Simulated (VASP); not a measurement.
A run of VASP 6.6.1 is set up as follows.

File POSCAR:

```
AlFe
1.0
    2.9077674890      0.0000000000      0.0000000000
    0.0000000000      2.9077674890      0.0000000000
    0.0000000000      0.0000000000      2.9077674890
Fe Al
1 1
Direct
    0.0000000000      0.0000000000      0.0000000000
    0.5000000000      0.5000000000      0.5000000000
```

The input INCAR.step1:

```
ALGO     = Normal         # electronic algorithm
EDIFF    = 1E-5           # SCF threshold, eV
ENCUT    = 520            # plane-wave cutoff, eV
GGA      = PE             # functional
ISIF     = 2              # what is computed and relaxed
ISMEAR   = -1             # smearing method
LASPH    = T              # aspherical terms in the spheres
LCHARG   = F              # write CHGCAR
LREAL    = F              # projectors in reciprocal space
LWAVE    = T              # write WAVECAR
NBANDS   = 12             # bands
NELM     = 100            # most SCF steps
PREC     = Accurate       # precision mode
SIGMA    = 0.1            # smearing width, eV
```

INCAR.step2

```
ALGO     = Normal         # electronic algorithm
EDIFF    = 1E-6           # SCF threshold, eV
ENCUT    = 520            # plane-wave cutoff, eV
GGA      = PE             # functional
HFSCREEN = 0.2079         # screening, 1/A
ISIF     = 2              # what is computed and relaxed
ISMEAR   = -1             # smearing method
ISTART   = 1            
LASPH    = T              # aspherical terms in the spheres
LCHARG   = F              # write CHGCAR
LHFCALC  = T              # exact exchange
LREAL    = F              # projectors in reciprocal space
LWAVE    = F              # write WAVECAR
NBANDS   = 12             # bands
NELM     = 100            # most SCF steps
PREC     = Accurate       # precision mode
PRECFOCK = Normal       
SIGMA    = 0.1            # smearing width, eV
```

Contents of KPOINTS:

```
k-points
0
Gamma
  4 4 4
```

Potentials or basis: VASP PAW PBE potentials, release 64 (Fe, Al).

The run is started by

```console
$ cat potpaw_PBE.64/Fe/POTCAR potpaw_PBE.64/Al/POTCAR > POTCAR
$ cp INCAR.step1 INCAR
$ mpirun -np 1 vasp_std > vasp.out
$ cp INCAR.step2 INCAR
$ mpirun -np 1 vasp_std > vasp.out
```

Problem. Estimate the band gap on the k mesh.

Solution. Zero (an odd number of electrons rules out a gap without spin polarisation).

Problem. Estimate the pressure.

Solution. -16.0 GPa.

Caveat: the k points lie up to 0.54 Å⁻¹ apart, too coarse for converged energies and pressures of a metal; the PAW data sets were made with another functional, which shifts forces and pressure a little; the run has no spin polarisation, though such a crystal can be magnetic. Spin polarisation is off, so any magnetic state and its effect on volume and gap are missing.
